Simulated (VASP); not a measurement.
Here is a VASP 6.6.1 calculation.

File INCAR:

```
SYSTEM = FeGe
PREC = Accurate
ENCUT = 520
EDIFF = 1E-6
ISMEAR = 0
SIGMA = 0.1
LREAL = .FALSE.
LASPH = .TRUE.
NELM = 150
ALGO = Normal
ISIF = 2
LWAVE = .FALSE.
LCHARG = .TRUE.
ISPIN = 2
MAGMOM = 1.88 0
LORBIT = 11
LMAXMIX = 4
GGA = PE
LELF = .TRUE.
LVHAR = .TRUE.
NBANDS = 22
```

The input KPOINTS:

```
Automatic mesh
0
G
  24 24 16
  0 0 0
```

The input POSCAR:

```
FeGe
1.0
    2.9918981098      0.0000000000      0.0000000000
   -1.4959490549      2.5910597687      0.0000000000
    0.0000000000      0.0000000000      3.4858283516
Fe Ge
1 1
Direct
    0.0000000000      0.0000000000      0.0000000000
    0.3333333333      0.6666666667      0.5000000000
```

Potentials or basis: VASP PAW PBE potentials, release 64 (Fe, Ge_d).

Launch:

```console
$ cat potpaw_PBE.64/Fe/POTCAR potpaw_PBE.64/Ge_d/POTCAR > POTCAR
$ mpirun -np 1 vasp_std > vasp.out
```

(1) Predict the net moment.

(2) Predict the pressure.

(3) What does it give for the site moments?

Results:

(1) 1.60 μB per cell.

(2) -0.1 GPa.

(3) Fe +1.70; Ge -0.07 μB.
